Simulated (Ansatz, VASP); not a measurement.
# One calculation of SrO, two programs

```xyz
2
Lattice="-0.0258 2.5801 2.5801 2.5801 -0.0258 2.5801 2.5543 2.5543 0.0000" Properties=species:S:1:pos:R:3 pbc="T T T"
Sr    0.0000    0.0000    0.0000
O     2.5543    2.5543    2.5801
```

Change from the starting cell: strain -0.0200 x Voigt [0, 0, 0, 0, 0, 1], atoms carried along.

Alike in both runs: task single point; functional r2SCAN; k mesh 8 × 8 × 8; occupations gaussian, width 0.05 eV; no spin polarisation.

|  | VASP | Ansatz |
| --- | --- | --- |
| version | VASP 6.6.1 | Ansatz 0.2.0 |
| potentials or method | VASP PAW PBE potentials, release 64 (Sr_sv, O), cutoff 520 eV | scalar-relativistic, plane waves, PAW |
| valence electrons in the cell | 16 | 16 |

Ansatz gave:

- gap on the k mesh at the Fermi level (eV): 3.78
- least direct gap on the mesh (eV): 3.85
- pressure (GPa): 0.0
- traceless stress, the component that is largest in VASP (GPa): 1.11

Task: Estimate VASP's values.

Result: gap on the k mesh at the Fermi level (eV): 3.72; least direct gap on the mesh (eV): 3.81; pressure (GPa): 0.5; traceless stress, the component that is largest in VASP (GPa): 1.11.

VASP's potentials were made for PBE, not for r2SCAN. The functional is the same, so the differences come from potentials, cutoffs and numerics.
